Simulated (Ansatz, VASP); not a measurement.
P3C in VASP and in Ansatz

```xyz
8
Lattice="5.3576 -3.0875 0.0565 5.3576 3.0875 0.0565 -1.7397 0.0000 4.6072" Properties=species:S:1:pos:R:3 pbc="T T T"
P     6.2351    0.0000    0.7051
P     2.7403    0.0000    4.0151
P     3.6472   -1.5915    0.6857
P     3.6472    1.5915    0.6857
P     5.3282    1.5915    4.0346
P     5.3282   -1.5915    4.0346
C     0.6948    0.0000   -0.1091
C     8.2806    0.0000    4.8293
```

Alike in both runs: functional PBE; k mesh 3 × 3 × 4; occupations gaussian, width 0.2 eV; no spin polarisation.

Ansatz relaxed the structure, and its values are those at the end. VASP's run is a single point on that final structure, the one shown.

```csv
,VASP,Ansatz
version,VASP 6.6.1,Ansatz 0.2.0
potentials or method,"VASP PAW PBE potentials, release 64 (P, C_h), cutoff 910 eV","scalar-relativistic, plane waves, PAW"
valence electrons in the cell,38,38
```

|  | VASP | Ansatz | Ansatz less VASP |
| --- | --- | --- | --- |
| gap on the k mesh at the Fermi level (eV) | 0.70 | 0.67 | -0.035 |
| least direct gap on the mesh (eV) | 0.78 | 0.76 | -0.013 |
| rms of the force components (eV/Å) | 0.046 | 0.038 | -0.0085 |

Noted on VASP's run: the cutoff is under 1.25 times that of the potentials, so the pressure is a little rough.
